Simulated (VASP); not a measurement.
TiB2, 3 atoms in the cell. Symmetry: P6/mmm, No. 191, hexagonal system. Conventional cell: a = 3.029 Å, b = 3.029 Å, c = 3.228 Å, α = 90.00°, β = 90.00°, γ = 120.00°. Ti (site symmetry 6/mmm) has 12 B at 2.38 Å and 6 Ti at 3.03 Å within 3.1 Å. Within 2.3 Å of B (site symmetry -6m2) lie 3 B at 1.75 Å. 

- Program: VASP 6.6.1
- Task: single point
- Functional: LDA
- Potentials or basis: VASP PAW LDA potentials, release 64 (Ti_sv, B)
- Cutoff: 520 eV
- k mesh: 11 × 11 × 9
- Occupations: methfessel-paxton, width 0.15 eV
- Spin: no spin polarisation
- Dipole correction: no
- Further INCAR settings: ALGO = Normal; EDIFF = 1e-06; NBANDS = 16

Potentials or basis: VASP PAW LDA potentials, release 64 (Ti_sv, B).

Launch:

```console
$ cat potpaw_LDA.64/Ti_sv/POTCAR potpaw_LDA.64/B/POTCAR > POTCAR
$ mpirun -np 1 vasp_std > vasp.out
```

Hardware: 1 thread of Intel(R) Xeon(R) Platinum 8259CL CPU @ 2.50GHz (Skylake/Cascade Lake), on a shared host.

How long does it take, and how much memory?

Wall time 19 s on 1 thread of Intel(R) Xeon(R) Platinum 8259CL CPU @ 2.50GHz (Skylake/Cascade Lake) (shared host), peak memory 0.15 GiB. Counts: scf iterations 14, k points 80.
